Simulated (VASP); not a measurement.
# Sr in VASP: further runs

Sr is run at these levels: PBE; tasks: single point.

Program: VASP 6.6.1. These are calculated values, not measurements. Logs are shortened: lines on timing, memory, paths and dates and some standing lists are left out, and cuts for length are marked.

### Step 1. The cell of the first run

It takes space group Im-3m (No. 229, cubic). Conventional cell: a = 5.077 Å, b = 5.077 Å, c = 5.077 Å, α = 90.00°, β = 90.00°, γ = 90.00°. Within 5.8 Å of Sr (site symmetry m-3m) lie 14 Sr at 4.40 to 5.08 Å.

This isn't the form of Sr at room conditions, which is fcc.

### Step 2. Single point, PBE (strained)

Contents of INCAR:

```
SYSTEM = Sr
PREC = Accurate
ENCUT = 520
EDIFF = 1E-6
ISMEAR = 0
SIGMA = 0.1
LREAL = .FALSE.
LASPH = .TRUE.
NELM = 80
ALGO = Normal
ISIF = 2
LWAVE = .FALSE.
LCHARG = .TRUE.
GGA = PE
LELF = .TRUE.
LVHAR = .TRUE.
NBANDS = 11
```

Contents of KPOINTS:

```
Automatic mesh
0
G
  12 12 12
  0 0 0
```

Contents of POSCAR:

```
Sr
1.0
   -2.5386355000      2.5386355000      2.5386355000
    2.5386355000     -2.5386355000      2.5386355000
    2.5386355000      2.5386355000     -2.5386355000
Sr
1
Direct
    0.0000000000      0.0000000000      0.0000000000
```

Potentials or basis: VASP PAW PBE potentials, release 64 (Sr_sv).

Command:

```bash
$ cat potpaw_PBE.64/Sr_sv/POTCAR > POTCAR
$ mpirun -np 1 vasp_std > vasp.out
```

OUTCAR:

```text
SYSTEM = Sr
   PREC = Accurate
   ENCUT = 520
   EDIFF = 1E-6
   ISMEAR = 0
   LREAL = .FALSE.
   LASPH = .TRUE.
   NELM = 80
   ISIF = 2
   GGA = PE

 ion  position               nearest neighbor table
   1  0.000  0.000  0.000-

  LATTYP: Found a body centered cubic cell.
 ALAT       =     5.0772710000

  Lattice vectors:

 A1 = (  -2.5386355000,   2.5386355000,   2.5386355000)
 A2 = (   2.5386355000,  -2.5386355000,   2.5386355000)
 A3 = (   2.5386355000,   2.5386355000,  -2.5386355000)

Analysis of symmetry for initial positions (statically):
=====================================================================
 Subroutine PRICEL returns:
 Original cell was already a primitive cell.

 Routine SETGRP: Setting up the symmetry group for a
 body centered cubic supercell.

 Subroutine GETGRP returns: Found 48 space group operations
 (whereof 48 operations were pure point group operations)
 out of a pool of 48 trial point group operations.

The static configuration has the point symmetry O_h .

Analysis of symmetry for dynamics (positions and initial velocities):
=====================================================================
 Subroutine PRICEL returns:
 Original cell was already a primitive cell.

 Routine SETGRP: Setting up the symmetry group for a
 body centered cubic supercell.

 Subroutine GETGRP returns: Found 48 space group operations
 (whereof 48 operations were pure point group operations)
 out of a pool of 48 trial point group operations.

The dynamic configuration has the point symmetry O_h .

 Subroutine INISYM returns: Found 48 space group operations
 (whereof 48 operations are pure point group operations),
 and found     1 'primitive' translations

----------------------------------------------------------------------------------------

                                     Primitive cell

  volume of cell :      65.4427

  direct lattice vectors                    reciprocal lattice vectors
    -2.538635500  2.538635500  2.538635500     0.000000000  0.196956200  0.196956200
     2.538635500 -2.538635500  2.538635500     0.196956200  0.000000000  0.196956200
     2.538635500  2.538635500 -2.538635500     0.196956200  0.196956200  0.000000000

  length of vectors
     4.397045668  4.397045668  4.397045668     0.278538129  0.278538129  0.278538129

  position of ions in fractional coordinates (direct lattice)
     0.000000000  0.000000000  0.000000000

  ion indices of the primitive-cell ions
   primitive index   ion index
                 1           1

----------------------------------------------------------------------------------------

 KPOINTS: Automatic mesh

Automatic generation of k-mesh.
 Grid dimensions read from file:
 generate k-points for:   12   12   12

 Generating k-lattice:

  Cartesian coordinates                     Fractional coordinates (reciprocal lattice)
     0.000000000  0.016413017  0.016413017     0.083333333  0.000000000  0.000000000
     0.016413017  0.000000000  0.016413017     0.000000000  0.083333333  0.000000000
     0.016413017  0.016413017  0.000000000     0.000000000  0.000000000  0.083333333

  Length of vectors
     0.023211511  0.023211511  0.023211511

  Shift w.r.t. Gamma in fractional coordinates (k-lattice)
     0.000000000  0.000000000  0.000000000

 Subroutine IBZKPT returns following result:
 ===========================================

 Found     72 irreducible k-points:

 Following reciprocal coordinates:
            Coordinates               Weight
  0.000000  0.000000  0.000000      1.000000
  0.083333  0.000000  0.000000     12.000000
  0.166667  0.000000  0.000000     12.000000
  0.250000  0.000000  0.000000     12.000000
  0.333333  0.000000  0.000000     12.000000
  0.416667  0.000000  0.000000     12.000000
[... 16 lines left out ...]
  0.333333  0.083333  0.083333     24.000000
  0.416667  0.083333  0.083333     12.000000
 [... further k-points ...]
   k-points           NKPTS =     72   k-points in BZ     NKDIM =     72   number of bands    NBANDS=     11
   number of dos      NEDOS =    301   number of ions     NIONS =      1
   total plane-waves  NPLWV =  46656
   dimension x,y,z NGX =    36 NGY =   36 NGZ =   36
   dimension x,y,z NGXF=    72 NGYF=   72 NGZF=   72
   ions per type =               1
   NGX,Y,Z   is equivalent  to a cutoff of  13.61, 13.61, 13.61 a.u.
   NGXF,Y,Z  is equivalent  to a cutoff of  27.22, 27.22, 27.22 a.u.
 SYSTEM =  Sr
   PREC   = accura    normal or accurate (medium, high low for compatibility)
   ISTART =      0    job   : 0-new  1-cont  2-samecut
   ICHARG =      2    charge: 1-file 2-atom 10-const
   ISPIN  =      1    spin polarized calculation?
   LNONCOLLINEAR =      F non collinear calculations
   LSORBIT =      F    spin-orbit coupling
   LASPH  =      T    aspherical Exc in radial PAW
   ENCUT  =  520.0 eV  38.22 Ry    6.18 a.u.   8.18  8.18  8.18*2*pi/ulx,y,z
   NELM   =     80;   NELMIN=  2; NELMDL= -5     # of ELM steps
   EDIFF  = 0.1E-05   stopping-criterion for ELM
   LREAL  =      F    real-space projection
   EDIFFG = 0.1E-04   stopping-criterion for IOM
   NSW    =      0    number of steps for IOM
   IBRION =     -1    ionic relax: 0-MD 1-quasi-New 2-CG
   NFREE  =      0    steps in history (QN), initial steepest desc. (CG)
   ISIF   =      2    stress and relaxation
   ISYM   =      2    0-nonsym 1-usesym 2-fastsym
   POTIM  = 0.5000    time-step for ionic-motion
   TEBEG  =    0.0;   TEEND  =   0.0 temperature during run
   PSTRESS=    0.0 pullay stress
   NELECT =      10.0000    total number of electrons
   NUPDOWN=      -1.0000    fix difference up-down
   EMIN   =  10.00;   EMAX   =-10.00  energy-range for DOS
   EFERMI =   0.00;   METHOD = LEGACY
   ISMEAR =     0;   SIGMA  =   0.10  broadening in eV -4-tet -1-fermi 0-gaus
   EFERMI_NEDOS =   21; number of points for ismear=-14 and -15
   IALGO  =     38    algorithm
   IMIX   =      4    mixing-type and parameters
     AMIX     =   0.40;   BMIX     =  1.00
     AMIX_MAG =   1.60;   BMIX_MAG =  1.00
  volume/ion in A,a.u.               =      65.44       441.63
  Fermi-wavevector in a.u.,A,eV,Ry     =   0.875228  1.653941 10.422387  0.766024
  Thomas-Fermi vector in A             =   1.994869
   LORBIT       =      0    0 simple, 1 ext, 2 COOP (PROOUT), +10 PAW based schemes
   GGA     = PE    functional components
   LHFCALC =     F    Hartree Fock is set to
   AEXX    =    0.0000 exact exchange contribution
   IVDW    =     0    specifies the selected vdW correction
   LEPSILON=     F    determine dielectric tensor
   LRPA    =     F    only Hartree local field effects (RPA)
 non-spin polarized calculation
 Gauss-broadening in eV      SIGMA  =   0.10
  energy-cutoff  :      520.00
  volume of cell :       65.44
 maximum number of plane-waves:      1830
 NGX is ok and might be reduce to    36
   NGX = 17   NGY = 17   NGZ = 17

 number of electron      10.0000000 magnetization

 Free energy of the ion-electron system (eV)
  ---------------------------------------------------
  ext. energy  EPLUGINS =         0.00000000
  ---------------------------------------------------
  free energy    TOTEN  =        -1.56798606 eV

  energy without entropy =       -1.55856440  energy(sigma->0) =       -1.56327523

 E-fermi :   1.0634     XC(G=0):  -6.8445

 val. band max:        1.0586646277   @ k =   0.5000   0.5000   0.1667
 cond. band min:       1.0663200225   @ k =   0.5000   0.5000   0.0833
 fundamental gap:      0.0076553947
 Fermi energy:         1.0634389519

 k-point     1 :       0.0000    0.0000    0.0000
  band No.  band energies     occupation
      1     -35.9477      2.00000
      2     -17.8517      2.00000
      3     -17.8517      2.00000
      4     -17.8517      2.00000
      5      -2.3390      2.00000
      6       3.1883      0.00000
      7       3.1883      0.00000
      8       3.1883      0.00000
      9       4.3208      0.00000
     10       4.3208      0.00000
     11       8.4820      0.00000

 k-point     2 :       0.0833    0.0000    0.0000
  band No.  band energies     occupation
      1     -35.9472      2.00000
      2     -17.8588      2.00000
      3     -17.8542      2.00000
      4     -17.8517      2.00000
      5      -2.2384      2.00000
      6       3.1024      0.00000
      7       3.1259      0.00000
      8       3.2814      0.00000
      9       4.1990      0.00000
     10       4.3173      0.00000
     11       8.5716      0.00000

 k-point     3 :       0.1667    0.0000    0.0000
  band No.  band energies     occupation
      1     -35.9461      2.00000
      2     -17.8781      2.00000
      3     -17.8608      2.00000
      4     -17.8516      2.00000
      5      -1.9436      2.00000
      6       2.8566      0.00000
      7       2.8899      0.00000
      8       3.5573      0.00000
      9       4.0672      0.00000
     10       4.3237      0.00000
     11       8.5815      0.00000

 k-point     4 :       0.2500    0.0000    0.0000
  band No.  band energies     occupation
      1     -35.9444      2.00000
      2     -17.9042      2.00000
      3     -17.8698      2.00000
      4     -17.8515      2.00000
      5      -1.4775      2.00000
      6       2.3898      0.00000
      7       2.6388      0.00000
      8       4.0040      0.00000
      9       4.1025      0.00000
     10       4.3727      0.00000
     11       7.6759      0.00000

 k-point     5 :       0.3333    0.0000    0.0000
  band No.  band energies     occupation
      1     -35.9428      2.00000
      2     -17.9300      2.00000
      3     -17.8788      2.00000
      4     -17.8514      2.00000
      5      -0.8845      2.00000
      6       1.8751      0.00000
      7       2.4200      0.00000
      8       4.1729      0.00000
      9       4.4813      0.00000
     10       4.5958      0.00000
     11       6.6805      0.00000
[... 211 lines left out ...]
 k-point    21 :       0.1667    0.0833    0.0833
  band No.  band energies     occupation
      1     -35.9440      2.00000
      2     -17.9124      2.00000
      3     -17.8666      2.00000
      4     -17.8573      2.00000
      5      -1.2945      2.00000
      6       2.2884      0.00000
      7       2.4154      0.00000
      8       4.2232      0.00000
      9       4.2398      0.00000
     10       4.3983      0.00000
     11       7.4099      0.00000

 k-point    22 :       0.2500    0.0833    0.0833
  band No.  band energies     occupation
      1     -35.9425      2.00000
      2     -17.9311      2.00000
      3     -17.8784      2.00000
      4     -17.8577      2.00000
      5      -0.7063      2.00000
      6       1.8468      0.00000
      7       2.2091      0.00000
      8       4.2854      0.00000
      9       4.5390      0.00000
     10       4.7366      0.00000
     11       6.3417      0.00000

 k-point    23 :       0.3333    0.0833    0.0833
  band No.  band energies     occupation
      1     -35.9415      2.00000
      2     -17.9439      2.00000
      3     -17.8879      2.00000
      4     -17.8579      2.00000
      5      -0.0693      2.00000
      6       1.3958      0.00000
      7       2.0799      0.00000
      8       4.2292      0.00000
      9       4.6589      0.00000
     10       5.1729      0.00000
     11       5.8124      0.00000

 k-point    24 :       0.4167    0.0833    0.0833
  band No.  band energies     occupation
      1     -35.9411      2.00000
      2     -17.9483      2.00000
      3     -17.8915      2.00000
      4     -17.8580      2.00000
      5       0.3327      2.00000
      6       1.0843      0.76794
      7       2.0361      0.00000
      8       4.1384      0.00000
      9       4.7124      0.00000
     10       5.2913      0.00000
     11       5.8169      0.00000

 [... further k-points ...]
[... 5 lines left out ...]
  --------------------------------------------------------------------------------------
  -------------------------------------------------------------------------------------
  Total       -0.6423571     -0.6423571     -0.6423571      0.0000000      0.0000000     -0.0000000
  in kB      -15.7262831    -15.7262831    -15.7262831      0.0000000      0.0000000     -0.0000000
  external PRESSURE =     -15.7262831 kB  Pullay stress =       0.0000000 kB

 VOLUME and BASIS-vectors are now :
 -----------------------------------------------------------------------------
  energy-cutoff  :      520.00
  volume of cell :       65.44
      direct lattice vectors                 reciprocal lattice vectors
    -2.538635500  2.538635500  2.538635500     0.000000000  0.196956200  0.196956200
     2.538635500 -2.538635500  2.538635500     0.196956200  0.000000000  0.196956200
     2.538635500  2.538635500 -2.538635500     0.196956200  0.196956200  0.000000000

 POSITION                                       TOTAL-FORCE (eV/Angst)
 -----------------------------------------------------------------------------------
      0.00000      0.00000      0.00000        -0.000000      0.000000      0.000000
 -----------------------------------------------------------------------------------
    total drift:                               -0.000000      0.000000      0.000000

  FREE ENERGIE OF THE ION-ELECTRON SYSTEM (eV)
  ---------------------------------------------------
  free  energy   TOTEN  =        -1.5679860595 eV

  energy  without entropy=       -1.5585643993  energy(sigma->0) =       -1.56327523
```

It took 54 s on 1 thread of Intel Xeon 8259CL, shared host; peak memory 0.23 GiB.

Results:

```yaml
Free_energy: -1.5680 eV
Pressure: -1.6 GPa
Band_gap_on_the_k_mesh: zero (bands 5 and 6 overlap by 0.28 eV)
```

Caveat: the cell differs from its parent crystal (strained).

### Step 3. Single point, PBE (strained)

Contents of INCAR:

```
SYSTEM = Sr
ALGO = Normal ; EDIFF = 1E-6
ENCUT = 520 ; GGA = PE
ISIF = 2 ; ISMEAR = 0
LASPH = .True. ; LCHARG = .False.
LREAL = .False. ; LWAVE = .False.
NBANDS = 11 ; NELM = 100
PREC = Accurate ; SIGMA = 0.1
```

Contents of KPOINTS:

```
k-points
0
Gamma
  10 10 10
  0 0 0
```

Contents of POSCAR:

```
Sr
1.0
   -2.5021877500      2.5021877500      2.4294377500
    2.5021877500     -2.5021877500      2.4294377500
    2.5021877500      2.5021877500     -2.4294377500
Sr
1
Direct
    0.0000000000      0.0000000000      0.0000000000
```

Potentials or basis: VASP PAW PBE potentials, release 64 (Sr_sv).

Command:

```bash
$ cat potpaw_PBE.64/Sr_sv/POTCAR > POTCAR
$ mpirun -np 1 vasp_std > vasp.out
```

It took 49 s on 1 thread of Intel Xeon 8259CL, shared host; peak memory 0.21 GiB.

The run converged. Its results:

| Item | Value |
| --- | --- |
| Free energy | -1.6088 eV |
| Pressure | -1.1 GPa |
| Band gap on the k mesh | zero (bands 5 and 6 overlap by 0.20 eV) |

Levels at points of the mesh, in eV from the Fermi level:
```
           k point  band 3  band 4  band 5  band 6  band 7  band 8
(0.00, 0.00, 0.00)  -18.76  -18.76   -3.52    2.11    2.27    2.27
(0.50, 0.00, 0.00)  -18.81  -18.76   -0.96    0.09    1.12    3.25
(0.50, 0.50, 0.00)  -18.81  -18.76   -1.02    0.02    1.29    3.09
(0.50, 0.50, 0.50)  -18.86  -18.86   -0.08   -0.03    3.08    3.08
```

Caveat: the cell differs from its parent crystal (strained).

[end of part 1 of 2]
